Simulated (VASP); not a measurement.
# C (P4_122) in VASP: notebook

C is run at these levels: PBE; tasks: single point, relaxation of cell and atoms.

Everything below comes from runs of VASP 6.6.1. Logs are shortened: lines on timing, memory, paths and dates and some standing lists are left out, and cuts for length are marked.

### Step 1. The cell of the first run

The structure is tetragonal, space group P4_122 (No. 91). Conventional cell: a = 3.106 Å, b = 3.106 Å, c = 2.452 Å, α = 90.00°, β = 90.00°, γ = 90.00°. Within 2.0 Å of C (site symmetry 2) lie 4 C at 1.52 to 1.67 Å.

### Step 2. Single point, PBE

File INCAR:

```
SYSTEM = C
PREC     = Accurate       ! precision mode
ENCUT    = 520            ! plane-wave cutoff, eV
EDIFF    = 1E-6           ! SCF threshold, eV
ISMEAR   = 0              ! smearing method
SIGMA    = 0.02           ! smearing width, eV
LREAL    = .False.        ! projectors in reciprocal space
LASPH    = .True.         ! aspherical terms in the spheres
NELM     = 60             ! most SCF steps
ALGO     = Normal         ! electronic algorithm
ISIF     = 2              ! what is computed and relaxed
LWAVE    = .False.        ! write WAVECAR
LCHARG   = .False.        ! write CHGCAR
GGA      = PE             ! functional
NBANDS   = 16             ! bands
```

File KPOINTS:

```
regular mesh
0
Gamma
  10 10 12
  0 0 0
```

File POSCAR:

```
C
1.0
    3.1063190510      0.0000000000      0.0000000000
    0.0000000000      3.1063190510      0.0000000000
    0.0000000000      0.0000000000      2.4517809697
C
4
Direct
    0.3542130007      0.0000000000      0.7500000000
    0.6457869993      0.0000000000      0.2500000000
    0.0000000000      0.3542130007      0.0000000000
    0.0000000000      0.6457869993      0.5000000000
```

Potentials or basis: VASP PAW PBE potentials, release 64 (C).

Started as:

```
$ cat potpaw_PBE.64/C/POTCAR > POTCAR
$ mpirun -np 1 vasp_std > vasp.out
```

OUTCAR:

```text
SYSTEM = C
   PREC = Accurate
   ENCUT = 520
   EDIFF = 1E-6
   ISMEAR = 0
   LREAL = .False.
   LASPH = .True.
   NELM = 60
   ISIF = 2
   GGA = PE

 ion  position               nearest neighbor table
   1  0.354  0.000  0.750-   2 1.52   2 1.52   4 1.67   3 1.67
   2  0.646  0.000  0.250-   1 1.52   1 1.52   4 1.67   3 1.67
   3  0.000  0.354  0.000-   4 1.52   4 1.52   1 1.67   2 1.67
   4  0.000  0.646  0.500-   3 1.52   3 1.52   1 1.67   2 1.67

  LATTYP: Found a simple tetragonal cell.
 ALAT       =     3.1063190510
 C/A-ratio  =     0.7892881991

  Lattice vectors:

 A1 = (   3.1063190510,   0.0000000000,   0.0000000000)
 A2 = (   0.0000000000,   3.1063190510,   0.0000000000)
 A3 = (   0.0000000000,   0.0000000000,   2.4517809697)

Analysis of symmetry for initial positions (statically):
=====================================================================
 Subroutine PRICEL returns:
 Original cell was already a primitive cell.

 Routine SETGRP: Setting up the symmetry group for a
 simple tetragonal supercell.

 Subroutine GETGRP returns: Found  8 space group operations
 (whereof  2 operations were pure point group operations)
 out of a pool of 16 trial point group operations.

The static configuration has the point symmetry C_2 .
 The point group associated with its full space group is D_4 .

Analysis of symmetry for dynamics (positions and initial velocities):
=====================================================================
 Subroutine PRICEL returns:
 Original cell was already a primitive cell.

 Routine SETGRP: Setting up the symmetry group for a
 simple tetragonal supercell.

 Subroutine GETGRP returns: Found  8 space group operations
 (whereof  2 operations were pure point group operations)
 out of a pool of 16 trial point group operations.

The dynamic configuration has the point symmetry C_2 .
 The point group associated with its full space group is D_4 .

 Subroutine INISYM returns: Found  8 space group operations
 (whereof  2 operations are pure point group operations),
 and found     1 'primitive' translations

----------------------------------------------------------------------------------------

                                     Primitive cell

  volume of cell :      23.6578

  direct lattice vectors                    reciprocal lattice vectors
     3.106319051  0.000000000  0.000000000     0.321924433  0.000000000  0.000000000
     0.000000000  3.106319051  0.000000000     0.000000000  0.321924433  0.000000000
     0.000000000  0.000000000  2.451780970     0.000000000  0.000000000  0.407866776

  length of vectors
     3.106319051  3.106319051  2.451780970     0.321924433  0.321924433  0.407866776

  position of ions in fractional coordinates (direct lattice)
     0.354213001  0.000000000  0.750000000
     0.645786999  0.000000000  0.250000000
     0.000000000  0.354213001  0.000000000
     0.000000000  0.645786999  0.500000000

  ion indices of the primitive-cell ions
   primitive index   ion index
                 1           1
                 2           2
                 3           3
                 4           4

----------------------------------------------------------------------------------------

 KPOINTS: regular mesh

Automatic generation of k-mesh.
 Grid dimensions read from file:
 generate k-points for:   10   10   12

 Generating k-lattice:

  Cartesian coordinates                     Fractional coordinates (reciprocal lattice)
     0.032192443  0.000000000  0.000000000     0.100000000  0.000000000  0.000000000
     0.000000000  0.032192443  0.000000000     0.000000000  0.100000000  0.000000000
     0.000000000  0.000000000  0.033988898     0.000000000  0.000000000  0.083333333

  Length of vectors
     0.032192443  0.032192443  0.033988898

  Shift w.r.t. Gamma in fractional coordinates (k-lattice)
     0.000000000  0.000000000  0.000000000

 Subroutine IBZKPT returns following result:
 ===========================================

 Found    147 irreducible k-points:

 Following reciprocal coordinates:
            Coordinates               Weight
  0.000000  0.000000  0.000000      1.000000
  0.100000  0.000000  0.000000      4.000000
  0.200000  0.000000  0.000000      4.000000
  0.300000  0.000000  0.000000      4.000000
  0.400000  0.000000  0.000000      4.000000
  0.500000  0.000000  0.000000      2.000000
[... 16 lines left out ...]
  0.100000  0.000000  0.083333      8.000000
  0.200000  0.000000  0.083333      8.000000
 [... further k-points ...]
   k-points           NKPTS =    147   k-points in BZ     NKDIM =    147   number of bands    NBANDS=     16
   number of dos      NEDOS =    301   number of ions     NIONS =      4
   total plane-waves  NPLWV =  10368
   dimension x,y,z NGX =    24 NGY =   24 NGZ =   18
   dimension x,y,z NGXF=    48 NGYF=   48 NGZF=   36
   ions per type =               4
   NGX,Y,Z   is equivalent  to a cutoff of  12.84, 12.84, 12.21 a.u.
   NGXF,Y,Z  is equivalent  to a cutoff of  25.69, 25.69, 24.41 a.u.
 SYSTEM =  C
   PREC   = accura    normal or accurate (medium, high low for compatibility)
   ISTART =      0    job   : 0-new  1-cont  2-samecut
   ICHARG =      2    charge: 1-file 2-atom 10-const
   ISPIN  =      1    spin polarized calculation?
   LNONCOLLINEAR =      F non collinear calculations
   LSORBIT =      F    spin-orbit coupling
   LASPH  =      T    aspherical Exc in radial PAW
   ENCUT  =  520.0 eV  38.22 Ry    6.18 a.u.   5.78  5.78  4.56*2*pi/ulx,y,z
   NELM   =     60;   NELMIN=  2; NELMDL= -5     # of ELM steps
   EDIFF  = 0.1E-05   stopping-criterion for ELM
   LREAL  =      F    real-space projection
   EDIFFG = 0.1E-04   stopping-criterion for IOM
   NSW    =      0    number of steps for IOM
   IBRION =     -1    ionic relax: 0-MD 1-quasi-New 2-CG
   NFREE  =      0    steps in history (QN), initial steepest desc. (CG)
   ISIF   =      2    stress and relaxation
   ISYM   =      2    0-nonsym 1-usesym 2-fastsym
   POTIM  = 0.5000    time-step for ionic-motion
   TEBEG  =    0.0;   TEEND  =   0.0 temperature during run
   PSTRESS=    0.0 pullay stress
   NELECT =      16.0000    total number of electrons
   NUPDOWN=      -1.0000    fix difference up-down
   EMIN   =  10.00;   EMAX   =-10.00  energy-range for DOS
   EFERMI =   0.00;   METHOD = LEGACY
   ISMEAR =     0;   SIGMA  =   0.02  broadening in eV -4-tet -1-fermi 0-gaus
   EFERMI_NEDOS =   21; number of points for ismear=-14 and -15
   IALGO  =     38    algorithm
   IMIX   =      4    mixing-type and parameters
     AMIX     =   0.40;   BMIX     =  1.00
     AMIX_MAG =   1.60;   BMIX_MAG =  1.00
  volume/ion in A,a.u.               =       5.91        39.91
  Fermi-wavevector in a.u.,A,eV,Ry     =   1.437000  2.715537 28.095625  2.064970
  Thomas-Fermi vector in A             =   2.556126
   LORBIT       =      0    0 simple, 1 ext, 2 COOP (PROOUT), +10 PAW based schemes
   GGA     = PE    functional components
   LHFCALC =     F    Hartree Fock is set to
   AEXX    =    0.0000 exact exchange contribution
   IVDW    =     0    specifies the selected vdW correction
   LEPSILON=     F    determine dielectric tensor
   LRPA    =     F    only Hartree local field effects (RPA)
 non-spin polarized calculation
 Gauss-broadening in eV      SIGMA  =   0.02
  energy-cutoff  :      520.00
  volume of cell :       23.66
 maximum number of plane-waves:       652
 NGX is ok and might be reduce to    24
   NGX = 11   NGY = 11   NGZ =  9

 number of electron      16.0000000 magnetization

 Free energy of the ion-electron system (eV)
  ---------------------------------------------------
  ext. energy  EPLUGINS =         0.00000000
  ---------------------------------------------------
  free energy    TOTEN  =       -31.99107424 eV

  energy without entropy =      -31.99107424  energy(sigma->0) =      -31.99107424

 E-fermi :  10.3903     XC(G=0): -13.1386

 val. band max:       10.2129954031   @ k =   0.5000   0.5000   0.1667
 cond. band min:      11.2636682866   @ k =   0.0000   0.0000   0.4167
 fundamental gap:      1.0506728836
 Fermi energy:        10.3902564660

 k-point     1 :       0.0000    0.0000    0.0000
  band No.  band energies     occupation
      1     -11.9706      2.00000
      2      -2.7387      2.00000
      3       0.0617      2.00000
      4       0.0617      2.00000
      5       3.3662      2.00000
      6       5.7346      2.00000
[... 8 lines left out ...]
     15      20.8098      0.00000
     16      22.6659      0.00000

 k-point     2 :       0.1000    0.0000    0.0000
  band No.  band energies     occupation
      1     -11.8523      2.00000
      2      -3.3709      2.00000
      3       0.1847      2.00000
      4       0.2491      2.00000
      5       3.7052      2.00000
      6       5.7953      2.00000
[... 8 lines left out ...]
     15      20.8258      0.00000
     16      22.5814      0.00000

 k-point     3 :       0.2000    0.0000    0.0000
  band No.  band energies     occupation
      1     -11.5003      2.00000
      2      -4.6988      2.00000
      3       0.5519      2.00000
      4       0.5620      2.00000
      5       4.2790      2.00000
      6       5.9552      2.00000
[... 8 lines left out ...]
     15      20.8639      0.00000
     16      22.3432      0.00000

 k-point     4 :       0.3000    0.0000    0.0000
  band No.  band energies     occupation
      1     -10.9271      2.00000
      2      -6.1509      2.00000
      3       0.8673      2.00000
      4       1.1568      2.00000
      5       4.6178      2.00000
      6       5.7968      2.00000
[... 8 lines left out ...]
     15      21.7929      0.00000
     16      22.5022      0.00000

 k-point     5 :       0.4000    0.0000    0.0000
  band No.  band energies     occupation
      1     -10.1807      2.00000
      2      -7.4729      2.00000
      3       1.1141      2.00000
      4       1.9785      2.00000
      5       4.4404      2.00000
      6       4.7469      2.00000
[... 8 lines left out ...]
     15      21.3804      0.00000
     16      23.0290      0.00000

 k-point     6 :       0.5000    0.0000    0.0000
  band No.  band energies     occupation
      1      -9.6298      2.00000
      2      -8.2222      2.00000
      3       1.2133      2.00000
      4       2.7363      2.00000
      5       3.4817      2.00000
      6       4.7740      2.00000
[... 8 lines left out ...]
     15      21.1355      0.00000
     16      22.6647      0.00000
[... 267 lines left out ...]
 k-point    21 :       0.5000    0.5000    0.0000
  band No.  band energies     occupation
      1      -7.0380      2.00000
      2      -7.0380      2.00000
      3      -6.0971      2.00000
      4      -1.4661      2.00000
      5       6.4300      2.00000
      6       6.6359      2.00000
[... 8 lines left out ...]
     15      22.0234      0.00000
     16      22.0234      0.00000

 k-point    22 :       0.0000    0.0000    0.0833
  band No.  band energies     occupation
      1     -11.8336      2.00000
      2      -2.6332      2.00000
      3      -0.0167      2.00000
      4       0.2533      2.00000
      5       3.4682      2.00000
      6       4.0249      2.00000
[... 8 lines left out ...]
     15      20.4820      0.00000
     16      23.7221      0.00000

 k-point    23 :       0.1000    0.0000    0.0833
  band No.  band energies     occupation
      1     -11.7155      2.00000
      2      -3.2606      2.00000
      3       0.1585      2.00000
      4       0.3962      2.00000
      5       3.5185      2.00000
      6       4.4560      2.00000
[... 8 lines left out ...]
     15      20.4577      0.00000
     16      23.6318      0.00000

 k-point    24 :       0.2000    0.0000    0.0833
  band No.  band energies     occupation
      1     -11.3638      2.00000
      2      -4.5796      2.00000
      3       0.5477      2.00000
      4       0.6965      2.00000
      5       3.6917      2.00000
      6       5.2584      2.00000
[... 8 lines left out ...]
     15      21.1243      0.00000
     16      23.3783      0.00000

 [... further k-points ...]

------------------------ aborting loop because EDIFF is reached ----------------------------------------

  FORCE on cell =-STRESS in cart. coord.  units (eV):
  Direction    XX          YY          ZZ          XY          YZ          ZX
  --------------------------------------------------------------------------------------
  -------------------------------------------------------------------------------------
  Total        0.0474729      0.0474729      0.1280145      0.0000000      0.0000000      0.0000000
  in kB        3.2150085      3.2150085      8.6695412      0.0000000      0.0000000      0.0000000
  external PRESSURE =       5.0331861 kB  Pullay stress =       0.0000000 kB

 VOLUME and BASIS-vectors are now :
 -----------------------------------------------------------------------------
  energy-cutoff  :      520.00
  volume of cell :       23.66
      direct lattice vectors                 reciprocal lattice vectors
     3.106319051  0.000000000  0.000000000     0.321924433  0.000000000  0.000000000
     0.000000000  3.106319051  0.000000000     0.000000000  0.321924433  0.000000000
     0.000000000  0.000000000  2.451780970     0.000000000  0.000000000  0.407866776

 POSITION                                       TOTAL-FORCE (eV/Angst)
 -----------------------------------------------------------------------------------
      1.10030      0.00000      1.83884        -0.018981      0.000000     -0.000000
      2.00602      0.00000      0.61295         0.018981      0.000000      0.000000
      0.00000      1.10030      0.00000        -0.000000     -0.018981      0.000000
      0.00000      2.00602      1.22589         0.000000      0.018981      0.000000
 -----------------------------------------------------------------------------------
    total drift:                               -0.000000      0.000000     -0.000000

  FREE ENERGIE OF THE ION-ELECTRON SYSTEM (eV)
  ---------------------------------------------------
  free  energy   TOTEN  =       -31.9910742353 eV

  energy  without entropy=      -31.9910742353  energy(sigma->0) =      -31.99107424
```

Run time: 12 s. Hardware: 1 thread of Intel Xeon 6975P-C (Granite Rapids), shared host; peak memory 0.15 GiB.

What came out:

```
Free energy            : -31.9911 eV
Pressure               : 0.5 GPa
Largest force          : 0.019 eV/Å
Band gap on the k mesh : 1.05 eV, indirect (least direct gap 3.83 eV)
```

Forces on the atoms (eV/Å):
```
C   -0.019  0.000  0.000
C    0.019  0.000  0.000
C    0.000 -0.019  0.000
C    0.000  0.019  0.000
```

A k mesh can miss the band edges. Expect the measured gap to be larger: semilocal functionals such as PBE lack the derivative discontinuity.

### Step 3. Relaxation of cell and atoms, PBE

File INCAR:

```
SYSTEM = C
PREC = Accurate
ENCUT = 600
EDIFF = 1E-7
ISMEAR = 0
SIGMA = 0.02
LREAL = .False.
LASPH = .True.
NELM = 100
ALGO = Normal
ISIF = 3
LWAVE = .False.
LCHARG = .False.
GGA = PE
IBRION = 2
NSW = 100
EDIFFG = -0.01
```

File KPOINTS:

```
Automatic mesh
0
Gamma
  10 10 12
  0 0 0
```

File POSCAR:

```
C
1.0
    3.1056135277      0.0000000000      0.0000000000
    0.0000000000      3.1056135277      0.0000000000
    0.0000000000      0.0000000000      2.4517723149
C
4
Direct
    0.3541722153      0.0000000000      0.7500000000
    0.6458277847      0.0000000000      0.2500000000
    0.0000000000      0.3541722153      0.0000000000
    0.0000000000      0.6458277847      0.5000000000
```

Potentials or basis: VASP PAW PBE potentials, release 64 (C).

Started as:

```
$ cat potpaw_PBE.64/C/POTCAR > POTCAR
$ mpirun -np 1 vasp_std > vasp.out
```

It used 84 s of CPU time on 1 thread of AMD EPYC 7R13 Processor (Zen 3), on a shared host.

Results (log left out):

```
Free energy                            : -31.9975 eV
Relaxed volume                         : 5.91 Å³/atom
Relaxed cell                           : a = 3.106 Å, b = 3.106 Å, c = 2.452 Å, α = 90.00°, β = 90.00°, γ = 90.00°
Space group after relaxing (to 0.05 Å) : P4_122 (No. 91)
Energy gained by relaxing              : 0.0 meV/atom
Ionic steps                            : 3
Pressure after relaxing                : 0.0 GPa
Band gap on the k mesh                 : 1.05 eV, indirect (least direct gap 3.86 eV)
```

Final structure:
```xyz
4
Lattice="3.1058 0.0000 0.0000 0.0000 3.1058 0.0000 0.0000 0.0000 2.4523" Properties=species:S:1:pos:R:3 pbc="T T T"
C     1.0997    3.1058    1.8392
C     2.0061    3.1058    0.6131
C     0.0000    1.0997    2.4523
C     0.0000    2.0061    1.2262
```

Levels at points of the mesh, in eV from the valence-band top:
```
           k point  band 6  band 7  band 8  band 9  band 10  band 11
(0.00, 0.00, 0.00)   -4.47   -4.47   -0.51    3.51     3.51     7.18
(0.50, 0.00, 0.00)   -5.44   -3.69   -3.55    4.52     4.73     7.43
(0.50, 0.50, 0.00)   -3.57   -0.99   -0.99    5.09     6.37     6.37
(0.00, 0.00, 0.50)   -6.03   -5.03   -5.03    1.10     1.10     6.32
(0.50, 0.00, 0.50)   -6.35   -3.09   -3.09    2.37     2.37     3.58
(0.50, 0.50, 0.50)  -11.45   -5.73   -5.73    6.94     6.94     7.07
```
